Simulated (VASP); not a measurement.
# W (P6_3/mmc) in VASP: further runs, part 2 of 2

VASP 6.6.1.

## (4) Single point, PBEsol

Contents of INCAR:

```
SYSTEM = W
PREC = Accurate ; ENCUT = 520
EDIFF = 1E-6 ; ISMEAR = -1
SIGMA = 0.1 ; LREAL = .False.
LASPH = .True. ; NELM = 80
ALGO = Normal ; ISIF = 2
LWAVE = .False. ; LCHARG = .True.
GGA = PS ; LELF = .True.
LVHAR = .True. ; NBANDS = 21
```

Contents of KPOINTS:

```
Automatic mesh
0
Gamma
  16 16 9
  0 0 0
```

Contents of POSCAR:

```
W
1.0
    2.6854725447      0.0000000000      0.0000000000
   -1.3427362724      2.3256874449      0.0000000000
    0.0000000000      0.0000000000      4.7032203655
W
2
Direct
    0.3333333333      0.6666666667      0.2500000000
    0.6666666667      0.3333333333      0.7500000000
```

Potentials or basis: VASP PAW PBE potentials, release 64 (W_sv).

Command:

```console
$ cat potpaw_PBE.64/W_sv/POTCAR > POTCAR
$ mpirun -np 1 vasp_std > vasp.out
```

OUTCAR:

```text
SYSTEM = W
   PREC = Accurate
   ENCUT = 520
   EDIFF = 1E-6
   ISMEAR = -1
   LREAL = .False.
   LASPH = .True.
   NELM = 80
   ISIF = 2
   GGA = PS

 ion  position               nearest neighbor table
   1  0.333  0.667  0.250-   2 2.82   2 2.82   2 2.82   2 2.82   2 2.82   2 2.82
   2  0.667  0.333  0.750-   1 2.82   1 2.82   1 2.82   1 2.82   1 2.82   1 2.82

  LATTYP: Found a hexagonal cell.
 ALAT       =     2.6854725447
 C/A-ratio  =     1.7513567118

  Lattice vectors:

 A1 = (   2.6854725447,   0.0000000000,   0.0000000000)
 A2 = (  -1.3427362724,   2.3256874449,   0.0000000000)
 A3 = (   0.0000000000,   0.0000000000,   4.7032203655)

Analysis of symmetry for initial positions (statically):
=====================================================================
 Subroutine PRICEL returns:
 Original cell was already a primitive cell.

 Routine SETGRP: Setting up the symmetry group for a
 hexagonal supercell.

 Subroutine GETGRP returns: Found 24 space group operations
 (whereof 12 operations were pure point group operations)
 out of a pool of 24 trial point group operations.

The static configuration has the point symmetry D_3d.
 The point group associated with its full space group is D_6h.

Analysis of symmetry for dynamics (positions and initial velocities):
=====================================================================
 Subroutine PRICEL returns:
 Original cell was already a primitive cell.

 Routine SETGRP: Setting up the symmetry group for a
 hexagonal supercell.

 Subroutine GETGRP returns: Found 24 space group operations
 (whereof 12 operations were pure point group operations)
 out of a pool of 24 trial point group operations.

The dynamic configuration has the point symmetry D_3d.
 The point group associated with its full space group is D_6h.

 Subroutine INISYM returns: Found 24 space group operations
 (whereof 12 operations are pure point group operations),
 and found     1 'primitive' translations

----------------------------------------------------------------------------------------

                                     Primitive cell

  volume of cell :      29.3743

  direct lattice vectors                    reciprocal lattice vectors
     2.685472545  0.000000000  0.000000000     0.372373943  0.214990196  0.000000000
    -1.342736272  2.325687445  0.000000000     0.000000000  0.429980392  0.000000000
     0.000000000  0.000000000  4.703220365     0.000000000  0.000000000  0.212620273

  length of vectors
     2.685472545  2.685472545  4.703220365     0.429980392  0.429980392  0.212620273

  position of ions in fractional coordinates (direct lattice)
     0.333333333  0.666666667  0.250000000
     0.666666667  0.333333333  0.750000000

  ion indices of the primitive-cell ions
   primitive index   ion index
                 1           1
                 2           2

----------------------------------------------------------------------------------------

 KPOINTS: Automatic mesh

Automatic generation of k-mesh.
 Grid dimensions read from file:
 generate k-points for:   16   16    9

 Generating k-lattice:

  Cartesian coordinates                     Fractional coordinates (reciprocal lattice)
     0.023273371  0.013436887  0.000000000     0.062500000 -0.000000000  0.000000000
     0.000000000  0.026873775  0.000000000     0.000000000  0.062500000  0.000000000
     0.000000000  0.000000000  0.023624475     0.000000000  0.000000000  0.111111111

  Length of vectors
     0.026873775  0.026873775  0.023624475

  Shift w.r.t. Gamma in fractional coordinates (k-lattice)
     0.000000000  0.000000000  0.000000000

 Subroutine IBZKPT returns following result:
 ===========================================

 Found    150 irreducible k-points:

 Following reciprocal coordinates:
            Coordinates               Weight
  0.000000  0.000000  0.000000      1.000000
  0.062500 -0.000000  0.000000      6.000000
  0.125000 -0.000000  0.000000      6.000000
  0.187500 -0.000000  0.000000      6.000000
  0.250000 -0.000000  0.000000      6.000000
  0.312500 -0.000000  0.000000      6.000000
[... 16 lines left out ...]
  0.187500  0.187500  0.000000      6.000000
  0.250000  0.187500  0.000000     12.000000
 [... further k-points ...]
   k-points           NKPTS =    150   k-points in BZ     NKDIM =    150   number of bands    NBANDS=     21
   number of dos      NEDOS =    301   number of ions     NIONS =      2
   total plane-waves  NPLWV =  14400
   dimension x,y,z NGX =    20 NGY =   20 NGZ =   36
   dimension x,y,z NGXF=    40 NGYF=   40 NGZF=   72
   ions per type =               2
   NGX,Y,Z   is equivalent  to a cutoff of  12.38, 12.38, 12.73 a.u.
   NGXF,Y,Z  is equivalent  to a cutoff of  24.76, 24.76, 25.45 a.u.
 SYSTEM =  W
   PREC   = accura    normal or accurate (medium, high low for compatibility)
   ISTART =      0    job   : 0-new  1-cont  2-samecut
   ICHARG =      2    charge: 1-file 2-atom 10-const
   ISPIN  =      1    spin polarized calculation?
   LNONCOLLINEAR =      F non collinear calculations
   LSORBIT =      F    spin-orbit coupling
   LASPH  =      T    aspherical Exc in radial PAW
   ENCUT  =  520.0 eV  38.22 Ry    6.18 a.u.   4.99  4.99  8.74*2*pi/ulx,y,z
   NELM   =     80;   NELMIN=  2; NELMDL= -5     # of ELM steps
   EDIFF  = 0.1E-05   stopping-criterion for ELM
   LREAL  =      F    real-space projection
   EDIFFG = 0.1E-04   stopping-criterion for IOM
   NSW    =      0    number of steps for IOM
   IBRION =     -1    ionic relax: 0-MD 1-quasi-New 2-CG
   NFREE  =      0    steps in history (QN), initial steepest desc. (CG)
   ISIF   =      2    stress and relaxation
   ISYM   =      2    0-nonsym 1-usesym 2-fastsym
   POTIM  = 0.5000    time-step for ionic-motion
   TEBEG  =    0.0;   TEEND  =   0.0 temperature during run
   PSTRESS=    0.0 pullay stress
   NELECT =      28.0000    total number of electrons
   NUPDOWN=      -1.0000    fix difference up-down
   EMIN   =  10.00;   EMAX   =-10.00  energy-range for DOS
   EFERMI =   0.00;   METHOD = LEGACY
   ISMEAR =    -1;   SIGMA  =   0.10  broadening in eV -4-tet -1-fermi 0-gaus
   EFERMI_NEDOS =   21; number of points for ismear=-14 and -15
   IALGO  =     38    algorithm
   IMIX   =      4    mixing-type and parameters
     AMIX     =   0.40;   BMIX     =  1.00
     AMIX_MAG =   1.60;   BMIX_MAG =  1.00
  volume/ion in A,a.u.               =      14.69        99.11
  Fermi-wavevector in a.u.,A,eV,Ry     =   1.611159  3.044649 35.318453  2.595833
  Thomas-Fermi vector in A             =   2.706594
   LORBIT       =      0    0 simple, 1 ext, 2 COOP (PROOUT), +10 PAW based schemes
   GGA     = PS    functional components
   LHFCALC =     F    Hartree Fock is set to
   AEXX    =    0.0000 exact exchange contribution
   IVDW    =     0    specifies the selected vdW correction
   LEPSILON=     F    determine dielectric tensor
   LRPA    =     F    only Hartree local field effects (RPA)
 non-spin polarized calculation
  energy-cutoff  :      520.00
  volume of cell :       29.37
 maximum number of plane-waves:       821
 NGX is ok and might be reduce to    20

 number of electron      27.9999999 magnetization

 Free energy of the ion-electron system (eV)
  ---------------------------------------------------
  ext. energy  EPLUGINS =         0.00000000
  ---------------------------------------------------
  free energy    TOTEN  =       -26.35673935 eV

  energy without entropy =      -26.29326181  energy(sigma->0) =      -26.32500058

 E-fermi :  11.9979     XC(G=0): -14.1817

 val. band max:       11.9879596033   @ k =   0.3125   0.0625   0.0000
 cond. band min:      12.0107792392   @ k =   0.5000  -0.0000   0.2222
 fundamental gap:      0.0228196358
 Fermi energy:        11.9978799937

 k-point     1 :       0.0000    0.0000    0.0000
  band No.  band energies     occupation
      1     -61.5350      2.00000
      2     -61.4053      2.00000
      3     -26.5649      2.00000
      4     -25.1537      2.00000
      5     -25.0313      2.00000
      6     -25.0313      2.00000
[... 13 lines left out ...]
     20      16.9130      0.00000
     21      22.5079      0.00000

 k-point     2 :       0.0625   -0.0000    0.0000
  band No.  band energies     occupation
      1     -61.5281      2.00000
      2     -61.4006      2.00000
      3     -26.5445      2.00000
      4     -25.1570      2.00000
      5     -25.0951      2.00000
      6     -25.0489      2.00000
[... 520 lines left out ...]
 k-point    24 :       0.2500    0.1875    0.0000
  band No.  band energies     occupation
      1     -61.3630      2.00000
      2     -61.3031      2.00000
      3     -26.2284      2.00000
      4     -26.1427      2.00000
      5     -25.9829      2.00000
      6     -25.5542      2.00000
[... 13 lines left out ...]
     20      22.3114      0.00000
     21      24.8563      0.00000

 [... further k-points ...]
[... 5 lines left out ...]
  --------------------------------------------------------------------------------------
  -------------------------------------------------------------------------------------
  Total        5.9248196      5.9248196      5.8769263     -0.0000000      0.0000000      0.0000000
  in kB      323.1605348    323.1605348    320.5482692     -0.0000000      0.0000000      0.0000000
  external PRESSURE =     322.2897796 kB  Pullay stress =       0.0000000 kB

 VOLUME and BASIS-vectors are now :
 -----------------------------------------------------------------------------
  energy-cutoff  :      520.00
  volume of cell :       29.37
      direct lattice vectors                 reciprocal lattice vectors
     2.685472545  0.000000000  0.000000000     0.372373943  0.214990196  0.000000000
    -1.342736272  2.325687445  0.000000000     0.000000000  0.429980392  0.000000000
     0.000000000  0.000000000  4.703220365     0.000000000  0.000000000  0.212620273

 POSITION                                       TOTAL-FORCE (eV/Angst)
 -----------------------------------------------------------------------------------
     -0.00000      1.55046      1.17581        -0.000000     -0.000000      0.000000
      1.34274      0.77523      3.52742         0.000000      0.000000      0.000000
 -----------------------------------------------------------------------------------
    total drift:                               -0.000000      0.000000     -0.000000

  FREE ENERGIE OF THE ION-ELECTRON SYSTEM (eV)
  ---------------------------------------------------
  free  energy   TOTEN  =       -26.3567393496 eV

  energy  without entropy=      -26.2932618097  energy(sigma->0) =      -26.32500058
```

OSZICAR:

```text
N       E                     dE             d eps       ncg     rms          rms(c)
DAV:   1     0.291788595114E+03    0.29179E+03   -0.17080E+04  6300   0.160E+03
DAV:   2    -0.180001353390E+02   -0.30979E+03   -0.30208E+03  6818   0.473E+02
DAV:   3    -0.274292335520E+02   -0.94291E+01   -0.92639E+01  7222   0.832E+01
DAV:   4    -0.275088755852E+02   -0.79642E-01   -0.79538E-01  6840   0.810E+00
DAV:   5    -0.275096744069E+02   -0.79882E-03   -0.79881E-03  7103   0.810E-01    0.345E+01
DAV:   6    -0.266234704331E+02    0.88620E+00   -0.95222E-01  6881   0.954E+00    0.149E+01
DAV:   7    -0.263656833785E+02    0.25779E+00   -0.58451E-01  7066   0.684E+00    0.563E-01
DAV:   8    -0.263568380630E+02    0.88453E-02   -0.12896E-02  6530   0.122E+00    0.932E-02
DAV:   9    -0.263567325512E+02    0.10551E-03   -0.22554E-04  7608   0.136E-01    0.481E-02
DAV:  10    -0.263567387863E+02   -0.62351E-05   -0.22112E-05  6871   0.441E-02    0.558E-03
DAV:  11    -0.263567393496E+02   -0.56338E-06   -0.99817E-07  4373   0.882E-03
   1 F= -.26356739E+02 E0= -.26325001E+02  d E =-.634775E-01
```

stdout:

```text
POSCAR found type information on POSCAR W
 POSCAR found :  1 types and       2 ions
 scaLAPACK will be used
 -----------------------------------------------------------------------------
|                                                                             |
|                                                                             |
|     You enforced a specific xc type in the INCAR file but a different       |
|     I HOPE YOU KNOW WHAT YOU ARE DOING!                                     |
|                                                                             |
 -----------------------------------------------------------------------------

 LDA part: xc-table for (Slater+PW92), standard interpolation
 POSCAR, INCAR and KPOINTS ok, starting setup
 FFT: planning ... GRIDC
 FFT: planning ... GRID_SOFT
 FFT: planning ... GRID
 WAVECAR not read
 entering main loop
```

It took 25 s on 1 thread of Intel Xeon 6975P-C (Granite Rapids), shared host; peak memory 0.19 GiB.

Results:

| Item | Value |
| --- | --- |
| Free energy | -26.3567 eV |
| Pressure | 32.2 GPa |
| Band gap on the k mesh | zero (band 14 reaches 13.37 eV, above the bottom of band 15 at 11.50 eV) |

Levels at points of the mesh, in eV from the Fermi level:
| k point | band 11 | band 12 | band 13 | band 14 | band 15 | band 16 | band 17 | band 18 |
| --- | --- | --- | --- | --- | --- | --- | --- | --- |
| (0.00, 0.00, 0.00) | -1.79 | -0.61 | -0.61 | 0.12 | 0.12 | 0.21 | 2.09 | 2.09 |
| (0.50, 0.00, 0.00) | -5.13 | -1.32 | -0.81 | -0.45 | -0.27 | 5.57 | 6.46 | 6.87 |

Caveat: the PAW data sets were made with another functional, which shifts forces and pressure a little; spin-orbit coupling is left out, which moves the levels of the heavy elements.

## (5) Relaxation of cell and atoms, PBEsol, target pressure 31 GPa, at which the enthalpy is minimised

This run uses another cell than the first one, of the same volume but with other edges.

Contents of INCAR:

```
PREC     = Accurate       # precision mode
ENCUT    = 600            # plane-wave cutoff, eV
EDIFF    = 1E-6           # SCF threshold, eV
ISMEAR   = -1             # smearing method
SIGMA    = 0.1            # smearing width, eV
LREAL    = F              # projectors in reciprocal space
LASPH    = T              # aspherical terms in the spheres
NELM     = 80             # most SCF steps
ALGO     = Normal         # electronic algorithm
ISIF     = 3              # what is computed and relaxed
LWAVE    = F              # write WAVECAR
LCHARG   = F              # write CHGCAR
GGA      = PS             # functional
IBRION   = 2              # ionic algorithm
NSW      = 60             # ionic steps
EDIFFG   = -0.005         # ionic threshold
PSTRESS  = 310.0
```

Contents of KPOINTS:

```
Automatic mesh
0
Gamma
  16 16 9
```

Contents of POSCAR:

```
W
1.0
    2.7546605107      0.0000000000      0.0000000000
   -1.3773302554      2.3856059811      0.0000000000
    0.0000000000      0.0000000000      4.4625500273
W
2
Direct
    0.3333333333      0.6666666667      0.2500000000
    0.6666666667      0.3333333333      0.7500000000
```

Command:

```console
$ cat potpaw_PBE.64/W_sv/POTCAR > POTCAR
$ mpirun -np 1 vasp_std > vasp.out
```

Wall time 3.4 min (1 thread of Intel Xeon 6975P-C (Granite Rapids), shared host); peak memory 0.23 GiB.

Results (log left out):

```
Free energy                                            : -26.3750 eV
Relaxed volume                                         : 14.73 Å³/atom
Relaxed cell                                           : a = 2.689 Å, b = 2.689 Å, c = 4.707 Å, α = 90.00°, β = 90.00°, γ = 120.00°
Space group after relaxing (to 0.05 Å)                 : P6_3/mmc (No. 194)
Energy change on relaxing (the enthalpy is what falls) : -60.9 meV/atom
Ionic steps                                            : 18
Pressure after relaxing                                : 31.0 GPa
Band gap on the k mesh                                 : zero (band 14 reaches 13.32 eV, above the bottom of band 15 at 11.45 eV)
```

The path:
```
step  energy change (eV)  largest force (eV/Å)  pressure (GPa)  volume (Å³)
   1              0.0000                0.0000           30.74        29.33
   2             -0.0569                0.0000           34.25        29.19
   3             -0.0535                0.0000           35.69        29.14
   4             -0.3070                0.0000           12.81        31.01
   5             -0.1192                0.0000           31.35        29.45
   6             -0.1172                0.0000           31.39        29.44
   7             -0.1070                0.0000           32.18        29.39
   8             -0.1158                0.0000           31.56        29.44
   9             -0.1282                0.0000           30.30        29.50
  10             -0.1210                0.0000           31.07        29.46
  11             -0.1211                0.0000           31.08        29.46
  12             -0.1249                0.0000           30.68        29.48
  13             -0.1214                0.0000           31.03        29.46
  14             -0.1213                0.0000           31.05        29.46
  15             -0.1243                0.0000           30.95        29.48
  16             -0.1238                0.0000           30.85        29.48
  17             -0.1222                0.0000           30.92        29.47
  18             -0.1218                0.0000           31.00        29.47
```

Final structure:
```cif
data_structure
_symmetry_space_group_name_H-M 'P 1'
_symmetry_Int_Tables_number 1
_cell_length_a 2.6887
_cell_length_b 2.6887
_cell_length_c 4.7067
_cell_angle_alpha 90.000
_cell_angle_beta 90.000
_cell_angle_gamma 120.000
_cell_volume 29.47
loop_
_atom_site_label
_atom_site_type_symbol
_atom_site_fract_x
_atom_site_fract_y
_atom_site_fract_z
_atom_site_occupancy
W1 W 0.33333 0.66667 0.25000 1
W2 W 0.66667 0.33333 0.75000 1
```

Levels at points of the mesh, in eV from the Fermi level:
| k point | band 12 | band 13 | band 14 | band 15 | band 16 | band 17 |
| --- | --- | --- | --- | --- | --- | --- |
| (0.00, 0.00, 0.00) | -0.60 | -0.60 | 0.13 | 0.13 | 0.20 | 2.08 |
| (0.50, 0.00, 0.00) | -1.31 | -0.81 | -0.45 | -0.26 | 5.55 | 6.42 |

Caveat: the cell is relaxed towards a set pressure, so the enthalpy falls and the energy may rise; the PAW data sets were made with another functional, which shifts forces and pressure a little; spin-orbit coupling is left out, which moves the levels of the heavy elements.

## (6) Summary

| task | cell | cutoff (eV) | gap on the mesh (eV) | pressure (GPa) |
| --- | --- | --- | --- | --- |
| relaxation of cell and atoms | relaxed to 31 GPa from a = 2.686, b = 2.686, c = 4.703 Å, angles 90.0, 90.0, 120.0°, 2 atoms | 600 | none | 31.0 |
| single point | a = 2.686, b = 2.686, c = 4.703 Å, angles 90.0, 90.0, 120.0°, 2 atoms | 520 | none | 32.1 |
| single point | a = 2.685, b = 2.685, c = 4.703 Å, angles 90.0, 90.0, 120.0°, 2 atoms | 520 | none | 32.2 |
| relaxation of cell and atoms | relaxed to 31 GPa from a = 2.755, b = 2.755, c = 4.463 Å, angles 90.0, 90.0, 120.0°, 2 atoms | 600 | none | 31.0 |

Alike in all rows: level PBEsol; potentials or basis VASP PAW PBE potentials, release 64 (W_sv); no spin polarisation; k mesh 16 × 16 × 9; smearing fermi-dirac 0.1 eV.

Caveats: the PAW data sets were made with another functional, which shifts forces and pressure a little; spin-orbit coupling is left out, which moves the levels of the heavy elements; the cell is relaxed towards a set pressure, so the enthalpy falls and the energy may rise (some runs).

Absolute energies hang on the potentials; compare differences alone.
